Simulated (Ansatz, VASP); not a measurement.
**One calculation of CoO, two programs**

INCAR

```
SYSTEM = CoO
PREC = Accurate
ENCUT = 520
EDIFF = 1E-6
ISMEAR = -1
SIGMA = 0.05
LREAL = .False.
LASPH = .True.
NELM = 150
ALGO = Normal
ISIF = 2
LWAVE = .False.
LCHARG = .True.
ISPIN = 2
MAGMOM = 3 0
LORBIT = 11
NUPDOWN = 3.0
LMAXMIX = 4
GGA = PS
LELF = .True.
LVHAR = .True.
NBANDS = 18
```

Contents of KPOINTS:

```
Automatic mesh
0
Gamma
  9 9 9
  0 0 0
```

The input POSCAR:

```
CoO
1.0
    1.5054695445      0.8691832468      2.4399269062
   -1.5054695445      0.8691832468      2.4399269062
    0.0000000000     -1.7383664936      2.4399269062
Co O
1 1
Direct
    0.0000000000      0.0000000000      0.0000000000
    0.5000000000      0.5000000000      0.5000000000
```

input.yaml

```yaml
crystal:
  lattice:
    - [1.5054695445, 0.8691832468, 2.4399269062]
    - [-1.5054695445, 0.8691832468, 2.4399269062]
    - [0.0, -1.7383664936, 2.4399269062]
  atoms:
    - { symbol: Co, position: [0.0, 0.0, 0.0], spin: 3.0 }
    - { symbol: O, position: [0.5, 0.5, 0.5] }
hamiltonian:
  xc: pbesol
  pseudopotentials: { kind: paw }
magnetization:
  spin_polarized: true
  initial_magnetization: 3.0
  spin_locking: { lock_magnetization: hard }
kpoints:
  mp_grid: { grid: [9, 9, 9] }
scf:
  occupations: { method: fermi_dirac, width: 0.05 }
  lower_state_search: "off"
output:
  forces: true
  stress: true
  eigenvalues: true
  write_density: true
  write_potential: true
  elf: true
  volumetric_format: npy
```

Alike in both runs: task single point; functional PBEsol; k mesh 9 × 9 × 9; occupations fermi-dirac, width 0.05 eV; collinear spin; fixed moment 3 μB.

|  | VASP | Ansatz |
| --- | --- | --- |
| version | VASP 6.6.1 | Ansatz 0.2.0 |
| potentials or method | VASP PAW PBE potentials, release 64 (Co, O) | Ansatz PAW |
| plane-wave cutoff (eV) | 520 | 420 |
| valence electrons in the cell | 15 | 23 |

|  | VASP | Ansatz | Ansatz less VASP |
| --- | --- | --- | --- |
| pressure (GPa) | -9.1 | -8.5 | +0.54 |
| traceless stress, the component that is largest in VASP (GPa) | -0.20 | -0.23 | -0.033 |
| net moment per atom (μB) | 1.50 | 1.50 | 0.000 |
| size of the moment on the site where the two differ most (μB) | 2.61 | 2.53 | -0.080 |

VASP's potentials were made for PBE, not for PBEsol. Site moments also hang on the region over which each program counts them. VASP's potentials hold 15 valence electrons a cell and Ansatz's 23, so a difference there can come from the potentials and not from the codes.
